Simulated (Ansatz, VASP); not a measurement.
## One calculation of VWC2, two programs

Contents of INCAR:

```
SYSTEM = VWC2
ALGO     = Normal         ! electronic algorithm
EDIFF    = 1E-7           ! SCF threshold, eV
ENCUT    = 520            ! plane-wave cutoff, eV
GGA      = PE             ! functional
ISIF     = 2              ! what is computed and relaxed
ISMEAR   = -1             ! smearing method
ISPIN    = 2              ! spin polarisation
LASPH    = .True.         ! aspherical terms in the spheres
LCHARG   = .False.        ! write CHGCAR
LMAXMIX  = 4              ! l up to which the mixer works
LORBIT   = 11             ! projections on sites
LREAL    = .False.        ! projectors in reciprocal space
LWAVE    = .False.        ! write WAVECAR
MAGMOM   = 0 2 0 0        ! initial moments
NBANDS   = 30             ! bands
NELM     = 150            ! most SCF steps
NUPDOWN  = 2.0            ! fixed moment
PREC     = Accurate       ! precision mode
SIGMA    = 0.05           ! smearing width, eV
```

The input KPOINTS:

```
k-points
0
Gamma
  9 9 9
  0 0 0
```

File POSCAR:

```
VWC2
1.0
    1.5170411163      0.8758640969      4.9338931930
   -1.5170411163      0.8758640969      4.9338931930
    0.0000000000     -1.7517281937      4.9338931930
W V C
1 1 2
Direct
    0.0000000000      0.0000000000      0.0000000000
    0.5000000000      0.5000000000      0.5000000000
    0.2464940000      0.2464940000      0.2464940000
    0.7535060000      0.7535060000      0.7535060000
```

Contents of input.yaml:

```yaml
crystal:
  lattice:
    - [1.5170411163, 0.8758640969, 4.933893193]
    - [-1.5170411163, 0.8758640969, 4.933893193]
    - [0.0, -1.7517281937, 4.933893193]
  atoms:
    - { symbol: W, position: [0.0, 0.0, 0.0] }
    - { symbol: V, position: [0.5, 0.5, 0.5], spin: 2.0 }
    - { symbol: C, position: [0.246494, 0.246494, 0.246494] }
    - { symbol: C, position: [0.753506, 0.753506, 0.753506] }
hamiltonian:
  xc: pbe
  pseudopotentials: { kind: paw }
magnetization:
  spin_polarized: true
  initial_magnetization: 2.0
  spin_locking: { lock_magnetization: hard }
kpoints:
  mp_grid: { grid: [9, 9, 9] }
scf:
  occupations: { method: fermi_dirac, width: 0.05 }
  lower_state_search: "off"
output:
  forces: true
  stress: true
  eigenvalues: true
```

Alike in both runs: task single point; functional PBE; k mesh 9 × 9 × 9; occupations fermi-dirac, width 0.05 eV; collinear spin; fixed moment 2 μB.

|  | VASP | Ansatz |
| --- | --- | --- |
| version | VASP 6.6.1 | Ansatz 0.2.0 |
| potentials or method | VASP PAW PBE potentials, release 64 (W_sv, V_sv, C) | Ansatz PAW |
| plane-wave cutoff (eV) | 520 | 420 |
| valence electrons in the cell | 35 | 35 |

Ansatz gave:

| Quantity | Value |
| --- | --- |
| pressure (GPa) | 4.3 |
| traceless stress, the component that is largest in VASP (GPa) | 0.17 |
| rms of the force components (eV/Å) | 0.181 |
| net moment per atom (μB) | 0.50 |
| size of the moment on the site where the two differ most (μB) | 1.02 |

Task: Estimate VASP's values.

Result: Pressure (GPa): 5.1; traceless stress, the component that is largest in VASP (GPa): 0.12; rms of the force components (eV/Å): 0.177; net moment per atom (μB): 0.50; size of the moment on the site where the two differ most (μB): 1.22.

Site moments also hang on the region over which each program counts them. Atom by atom the forces differ by 0.005 eV/Å (rms over components).

Neither program's run includes spin-orbit coupling.
